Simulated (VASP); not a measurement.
Crystal: Hf3Be.

```
CELL_PARAMETERS angstrom
6.04635 0.00000 0.00000
-3.02317 5.23629 0.00000
0.00000 0.00000 4.85313
ATOMIC_POSITIONS crystal
Hf 0.83300 0.66600 0.25000
Hf 0.16700 0.83300 0.75000
Hf 0.33400 0.16700 0.25000
Hf 0.16700 0.33400 0.75000
Hf 0.83300 0.16700 0.25000
Hf 0.66600 0.83300 0.75000
Be 0.33333 0.66667 0.25000
Be 0.66667 0.33333 0.75000
```

| Quantity | Value |
| --- | --- |
| Program | VASP 6.6.1 |
| Task | relaxation of cell and atoms |
| Functional | PBE |
| Potentials or basis | VASP PAW PBE potentials, release 64 (Hf_pv, Be) |
| Cutoff | 600 eV |
| k mesh | 3 × 3 × 4 |
| Occupations | gaussian, width 0.1 eV |
| Spin | no spin polarisation |

At the start: pressure -0.5 GPa; volume 19.21 Å³/atom.

Where does the relaxation end?

Over 7 steps the energy falls by 26.1 meV/atom and the volume is 18.93 Å³/atom (-1.5 %); space group P6_3/mmc (No. 194, to 0.05 Å).

The path:
```csv
step,energy change (eV),largest force (eV/Å),pressure (GPa),volume (Å³)
1,0.0000,0.9762,-0.46,153.65
2,-0.1912,0.2204,-0.52,152.41
3,-0.1966,0.0384,-0.40,152.17
4,-0.1966,0.0618,-0.42,152.20
5,-0.2050,0.0411,0.29,151.03
6,-0.2059,0.0317,0.61,150.53
7,-0.2090,0.0024,-0.05,151.40
```

Final structure:
```
Hf Be
1.0
     6.02163    0.00000    0.00000
    -3.01081    5.21488    0.00000
     0.00000    0.00000    4.82138
Hf Be
6 2
Direct
  0.82674 0.65349 0.25000
  0.17326 0.82674 0.75000
  0.34651 0.17326 0.25000
  0.17326 0.34651 0.75000
  0.82674 0.17326 0.25000
  0.65349 0.82674 0.75000
  0.33333 0.66667 0.25000
  0.66667 0.33333 0.75000
```

Caveat: the k points lie up to 0.40 Å⁻¹ apart in the final cell.
